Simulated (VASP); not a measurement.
# TiO2 (I4_1/amd) in VASP: single point with PBEsol

Aim: the single point of TiO2 with PBEsol.

All numbers are computed with VASP 6.6.1; they aren't measurements. Logs are shortened: lines on timing, memory, paths and dates and some standing lists are left out, and cuts for length are marked.

### 1 The cell of the first run

It takes space group I4_1/amd (No. 141, tetragonal). Conventional cell: a = 3.799 Å, b = 3.799 Å, c = 9.697 Å, α = 90.00°, β = 90.00°, γ = 90.00°. Ti (site symmetry -4m2) has 6 O at 1.95 to 2.00 Å within 2.6 Å. O (site symmetry 2mm) has 3 Ti at 1.95 to 2.00 Å and 2 O at 2.47 Å within 2.6 Å.

### 2 Single point, PBEsol

The input, INCAR:

```
SYSTEM = TiO2
ALGO = Normal
EDIFF = 1E-6
ENCUT = 520
GGA = PS
ISIF = 2
ISMEAR = 0
LASPH = .TRUE.
LCHARG = .FALSE.
LREAL = .FALSE.
LWAVE = .FALSE.
NBANDS = 33
NELM = 80
PREC = Accurate
SIGMA = 0.02
```

The input, KPOINTS:

```
k-points
0
G
  10 10 10
  0 0 0
```

The input, POSCAR:

```
TiO2
1.0
   -1.8996082674      1.8996082674      4.8485069703
    1.8996082674     -1.8996082674      4.8485069703
    1.8996082674      1.8996082674     -4.8485069703
Ti O
2 4
Direct
    0.0000000000      0.0000000000      0.0000000000
    0.7500000000      0.2500000000      0.5000000000
    0.2064947456      0.2064947456      0.0000000000
    0.9564947456      0.4564947456      0.5000000000
    0.5435052544      0.0435052544      0.5000000000
    0.7935052544      0.7935052544      0.0000000000
```

Potentials or basis: VASP PAW PBE potentials, release 64 (Ti_sv, O).

The run is started by

```console
$ cat potpaw_PBE.64/Ti_sv/POTCAR potpaw_PBE.64/O/POTCAR > POTCAR
$ mpirun -np 1 vasp_std > vasp.out
```

OUTCAR:

```text
SYSTEM = TiO2
   EDIFF = 1E-6
   ENCUT = 520
   GGA = PS
   ISIF = 2
   ISMEAR = 0
   LASPH = .TRUE.
   LREAL = .FALSE.
   NELM = 80
   PREC = Accurate

 ion  position               nearest neighbor table
   1  0.000  0.000  0.000-   5 1.95   4 1.95   5 1.95   4 1.95   3 2.00   6 2.00
   2  0.750  0.250  0.500-   6 1.95   3 1.95   6 1.95   3 1.95   4 2.00   5 2.00
   3  0.206  0.206  0.000-   2 1.95   2 1.95   1 2.00
   4  0.956  0.456  0.500-   1 1.95   1 1.95   2 2.00
   5  0.544  0.044  0.500-   1 1.95   1 1.95   2 2.00
   6  0.794  0.794  0.000-   2 1.95   2 1.95   1 2.00

  LATTYP: Found a body centered tetragonal cell.
 ALAT       =     3.7992165348
 C/A-ratio  =     2.5523720093

  Lattice vectors:

 A1 = (  -1.8996082674,   1.8996082674,   4.8485069703)
 A2 = (   1.8996082674,  -1.8996082674,   4.8485069703)
 A3 = (   1.8996082674,   1.8996082674,  -4.8485069703)

Analysis of symmetry for initial positions (statically):
=====================================================================
 Subroutine PRICEL returns:
 Original cell was already a primitive cell.

 Routine SETGRP: Setting up the symmetry group for a
 body centered tetragonal supercell.

 Subroutine GETGRP returns: Found 16 space group operations
 (whereof  8 operations were pure point group operations)
 out of a pool of 16 trial point group operations.

The static configuration has the point symmetry D_2d.
 The point group associated with its full space group is D_4h.

Analysis of symmetry for dynamics (positions and initial velocities):
=====================================================================
 Subroutine PRICEL returns:
 Original cell was already a primitive cell.

 Routine SETGRP: Setting up the symmetry group for a
 body centered tetragonal supercell.

 Subroutine GETGRP returns: Found 16 space group operations
 (whereof  8 operations were pure point group operations)
 out of a pool of 16 trial point group operations.

The dynamic configuration has the point symmetry D_2d.
 The point group associated with its full space group is D_4h.

 Subroutine INISYM returns: Found 16 space group operations
 (whereof  8 operations are pure point group operations),
 and found     1 'primitive' translations

----------------------------------------------------------------------------------------

                                     Primitive cell

  volume of cell :      69.9836

  direct lattice vectors                    reciprocal lattice vectors
    -1.899608267  1.899608267  4.848506970     0.000000000  0.263212163  0.103124529
     1.899608267 -1.899608267  4.848506970     0.263212163  0.000000000  0.103124529
     1.899608267  1.899608267 -4.848506970     0.263212163  0.263212163  0.000000000

  length of vectors
     5.543017498  5.543017498  5.543017498     0.282692963  0.282692963  0.372238210

  position of ions in fractional coordinates (direct lattice)
     0.000000000  0.000000000  0.000000000
     0.750000000  0.250000000  0.500000000
     0.206494746  0.206494746  0.000000000
     0.956494746  0.456494746  0.500000000
     0.543505254  0.043505254  0.500000000
     0.793505254  0.793505254  0.000000000

  ion indices of the primitive-cell ions
   primitive index   ion index
                 1           1
                 2           2
                 3           3
                 4           4
                 5           5
                 6           6

----------------------------------------------------------------------------------------

 KPOINTS: k-points

Automatic generation of k-mesh.
 Grid dimensions read from file:
 generate k-points for:   10   10   10

 Generating k-lattice:

  Cartesian coordinates                     Fractional coordinates (reciprocal lattice)
     0.000000000  0.026321216  0.010312453     0.100000000  0.000000000 -0.000000000
     0.026321216  0.000000000  0.010312453     0.000000000  0.100000000 -0.000000000
     0.026321216  0.026321216  0.000000000     0.000000000  0.000000000  0.100000000

  Length of vectors
     0.028269296  0.028269296  0.037223821

  Shift w.r.t. Gamma in fractional coordinates (k-lattice)
     0.000000000  0.000000000  0.000000000

 Subroutine IBZKPT returns following result:
 ===========================================

 Found    102 irreducible k-points:

 Following reciprocal coordinates:
            Coordinates               Weight
  0.000000  0.000000  0.000000      1.000000
  0.100000  0.000000 -0.000000      8.000000
  0.200000  0.000000 -0.000000      8.000000
  0.300000  0.000000 -0.000000      8.000000
  0.400000  0.000000 -0.000000      8.000000
  0.500000  0.000000 -0.000000      4.000000
[... 16 lines left out ...]
  0.300000  0.300000 -0.000000      8.000000
  0.400000  0.300000 -0.000000     16.000000
 [... further k-points ...]
   k-points           NKPTS =    102   k-points in BZ     NKDIM =    102   number of bands    NBANDS=     33
   number of dos      NEDOS =    301   number of ions     NIONS =      6
   total plane-waves  NPLWV =  74088
   dimension x,y,z NGX =    42 NGY =   42 NGZ =   42
   dimension x,y,z NGXF=    84 NGYF=   84 NGZF=   84
   ions per type =               2   4
   NGX,Y,Z   is equivalent  to a cutoff of  12.60, 12.60, 12.60 a.u.
   NGXF,Y,Z  is equivalent  to a cutoff of  25.19, 25.19, 25.19 a.u.
 SYSTEM =  TiO2
   PREC   = accura    normal or accurate (medium, high low for compatibility)
   ISTART =      0    job   : 0-new  1-cont  2-samecut
   ICHARG =      2    charge: 1-file 2-atom 10-const
   ISPIN  =      1    spin polarized calculation?
   LNONCOLLINEAR =      F non collinear calculations
   LSORBIT =      F    spin-orbit coupling
   LASPH  =      T    aspherical Exc in radial PAW
   ENCUT  =  520.0 eV  38.22 Ry    6.18 a.u.  10.31 10.31 10.31*2*pi/ulx,y,z
   NELM   =     80;   NELMIN=  2; NELMDL= -5     # of ELM steps
   EDIFF  = 0.1E-05   stopping-criterion for ELM
   LREAL  =      F    real-space projection
   EDIFFG = 0.1E-04   stopping-criterion for IOM
   NSW    =      0    number of steps for IOM
   IBRION =     -1    ionic relax: 0-MD 1-quasi-New 2-CG
   NFREE  =      0    steps in history (QN), initial steepest desc. (CG)
   ISIF   =      2    stress and relaxation
   ISYM   =      2    0-nonsym 1-usesym 2-fastsym
   POTIM  = 0.5000    time-step for ionic-motion
   TEBEG  =    0.0;   TEEND  =   0.0 temperature during run
   PSTRESS=    0.0 pullay stress
   NELECT =      48.0000    total number of electrons
   NUPDOWN=      -1.0000    fix difference up-down
   EMIN   =  10.00;   EMAX   =-10.00  energy-range for DOS
   EFERMI =   0.00;   METHOD = LEGACY
   ISMEAR =     0;   SIGMA  =   0.02  broadening in eV -4-tet -1-fermi 0-gaus
   EFERMI_NEDOS =   21; number of points for ismear=-14 and -15
   IALGO  =     38    algorithm
   IMIX   =      4    mixing-type and parameters
     AMIX     =   0.40;   BMIX     =  1.00
     AMIX_MAG =   1.60;   BMIX_MAG =  1.00
  volume/ion in A,a.u.               =      11.66        78.71
  Fermi-wavevector in a.u.,A,eV,Ry     =   1.443743  2.728279 28.359897  2.084394
  Thomas-Fermi vector in A             =   2.562116
   LORBIT       =      0    0 simple, 1 ext, 2 COOP (PROOUT), +10 PAW based schemes
   GGA     = PS    functional components
   LHFCALC =     F    Hartree Fock is set to
   AEXX    =    0.0000 exact exchange contribution
   IVDW    =     0    specifies the selected vdW correction
   LEPSILON=     F    determine dielectric tensor
   LRPA    =     F    only Hartree local field effects (RPA)
 non-spin polarized calculation
 Gauss-broadening in eV      SIGMA  =   0.02
  energy-cutoff  :      520.00
  volume of cell :       69.98
 maximum number of plane-waves:      1899
 NGX is ok and might be reduce to    42
   NGX = 21   NGY = 21   NGZ = 21

 number of electron      47.9999996 magnetization

 Free energy of the ion-electron system (eV)
  ---------------------------------------------------
  ext. energy  EPLUGINS =         0.00000000
  ---------------------------------------------------
  free energy    TOTEN  =       -56.19051236 eV

  energy without entropy =      -56.19051236  energy(sigma->0) =      -56.19051236

 E-fermi :   3.2757     XC(G=0): -10.8726

 val. band max:        3.0223898521   @ k =  -0.4000   0.4000   0.0000
 cond. band min:       5.0904370380   @ k =   0.0000   0.0000   0.0000
 fundamental gap:      2.0680471859
 Fermi energy:         3.2757428513

 k-point     1 :       0.0000    0.0000    0.0000
  band No.  band energies     occupation
      1     -53.1716      2.00000
      2     -53.1186      2.00000
      3     -29.7199      2.00000
      4     -29.4962      2.00000
      5     -29.4962      2.00000
      6     -29.4327      2.00000
[... 25 lines left out ...]
     32       8.1281      0.00000
     33       8.2639      0.00000

 k-point     2 :       0.1000    0.0000   -0.0000
  band No.  band energies     occupation
      1     -53.1704      2.00000
      2     -53.1194      2.00000
      3     -29.7172      2.00000
      4     -29.5082      2.00000
      5     -29.4970      2.00000
      6     -29.4378      2.00000
[... 25 lines left out ...]
     32       8.2931      0.00000
     33       8.5339      0.00000

 k-point     3 :       0.2000    0.0000   -0.0000
  band No.  band energies     occupation
      1     -53.1671      2.00000
      2     -53.1216      2.00000
      3     -29.7101      2.00000
      4     -29.5383      2.00000
      5     -29.4991      2.00000
      6     -29.4500      2.00000
[... 25 lines left out ...]
     32       8.6417      0.00000
     33       8.9375      0.00000

 k-point     4 :       0.3000    0.0000   -0.0000
  band No.  band energies     occupation
      1     -53.1626      2.00000
      2     -53.1248      2.00000
      3     -29.7015      2.00000
      4     -29.5748      2.00000
      5     -29.5013      2.00000
      6     -29.4619      2.00000
[... 673 lines left out ...]
     32       9.3226      0.00000
     33       9.4962      0.00000

 k-point    23 :       0.3000    0.3000   -0.0000
  band No.  band energies     occupation
      1     -53.1514      2.00000
      2     -53.1331      2.00000
      3     -29.6759      2.00000
      4     -29.6217      2.00000
      5     -29.5389      2.00000
      6     -29.4972      2.00000
[... 25 lines left out ...]
     32       9.3184      0.00000
     33      10.1503      0.00000

 k-point    24 :       0.4000    0.3000   -0.0000
  band No.  band energies     occupation
      1     -53.1480      2.00000
      2     -53.1354      2.00000
      3     -29.6783      2.00000
      4     -29.6417      2.00000
      5     -29.5409      2.00000
      6     -29.5121      2.00000
[... 25 lines left out ...]
     32       9.3273      0.00000
     33      10.2101      0.00000

 [... further k-points ...]

------------------------ aborting loop because EDIFF is reached ----------------------------------------

  FORCE on cell =-STRESS in cart. coord.  units (eV):
  Direction    XX          YY          ZZ          XY          YZ          ZX
  --------------------------------------------------------------------------------------
  -------------------------------------------------------------------------------------
  Total       -2.2622140     -2.2622140     -2.3718770      0.0000000      0.0000000      0.0000000
  in kB      -51.7902661    -51.7902661    -54.3008495      0.0000000      0.0000000      0.0000000
  external PRESSURE =     -52.6271272 kB  Pullay stress =       0.0000000 kB

 VOLUME and BASIS-vectors are now :
 -----------------------------------------------------------------------------
  energy-cutoff  :      520.00
  volume of cell :       69.98
      direct lattice vectors                 reciprocal lattice vectors
    -1.899608267  1.899608267  4.848506970     0.000000000  0.263212163  0.103124529
     1.899608267 -1.899608267  4.848506970     0.263212163  0.000000000  0.103124529
     1.899608267  1.899608267 -4.848506970     0.263212163  0.263212163  0.000000000

 POSITION                                       TOTAL-FORCE (eV/Angst)
 -----------------------------------------------------------------------------------
      0.00000      0.00000      0.00000         0.000000      0.000000      0.000000
     -0.00000      1.89961      2.42425         0.000000      0.000000      0.000000
      0.00000      0.00000      2.00238         0.000000     -0.000000     -0.087259
      0.00000      1.89961      4.42664        -0.000000      0.000000     -0.087259
      0.00000      1.89961      0.42187        -0.000000      0.000000      0.087259
      0.00000      0.00000      7.69463         0.000000     -0.000000      0.087259
 -----------------------------------------------------------------------------------
    total drift:                               -0.000000     -0.000000     -0.000000

  FREE ENERGIE OF THE ION-ELECTRON SYSTEM (eV)
  ---------------------------------------------------
  free  energy   TOTEN  =       -56.1905123616 eV

  energy  without entropy=      -56.1905123616  energy(sigma->0) =      -56.19051236
```

It took 9 min on 1 thread of Intel Xeon Platinum 8259CL at 2.50GHz (Skylake/Cascade Lake), shared host; peak memory 0.37 GiB.

What came out:

```yaml
Free_energy: -56.1905 eV
Pressure: -5.3 GPa
Largest_force: 0.087 eV/Å
Band_gap_on_the_k_mesh: 2.07 eV (least direct gap 2.37 eV)
```

Forces in eV/Å, atoms in the order of the input:
```
Ti   0.000  0.000  0.000
Ti   0.000  0.000  0.000
O    0.000  0.000 -0.087
O    0.000  0.000 -0.087
O    0.000  0.000  0.087
O    0.000  0.000  0.087
```

Stress tensor (GPa, compression positive):
```
-5.18  0.00  0.00
 0.00 -5.18  0.00
 0.00  0.00 -5.43
```

Levels at points of the mesh, in eV from the valence-band top:
```csv
k point,band 22,band 23,band 24,band 25,band 26,band 27
"(0.00, 0.00, 0.00)",-0.78,-0.42,-0.42,2.07,2.76,3.95
"(0.50, 0.00, 0.00)",-0.89,-0.85,-0.64,3.16,3.45,3.50
"(0.50, 0.50, 0.00)",-2.00,-0.05,-0.05,3.20,3.20,3.68
"(0.50, 0.50, 0.50)",-1.24,-0.09,-0.09,2.40,2.40,3.69
```

Caveat: the cell stands under tension; the PAW data sets were made with another functional, which shifts forces and pressure a little. A k mesh can miss the band edges.
